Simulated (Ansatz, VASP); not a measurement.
# W: VASP beside Ansatz

```
W
1.0
     2.56527    0.00000    0.00000
     0.00000    2.56527    0.00000
     0.00000    0.00000    2.56527
W
1
Cartesian
  0.0000 0.0000 0.0000
```

Change from the starting cell: volume scaled by 0.95, PAW files.

Alike in both runs: task single point; functional PBEsol; k mesh 16 × 16 × 16; occupations fermi-dirac, width 0.1 eV; no spin polarisation.

|  | VASP | Ansatz |
| --- | --- | --- |
| version | VASP 6.6.1 | Ansatz 0.2.0 |
| potentials or method | VASP PAW PBE potentials, release 64 (W_sv) | PAW with Ansatz's default frozen-core files, scalar-relativistic |
| plane-wave cutoff (eV) | 520 | 420 |
| valence electrons in the cell | 14 | 14 |

Ansatz gave:

* pressure (GPa): 13.3

What did VASP give for the same quantities?

Pressure (GPa): 14.4.

VASP's potentials were made for PBE, not for PBEsol.

Spin-orbit coupling is off throughout.
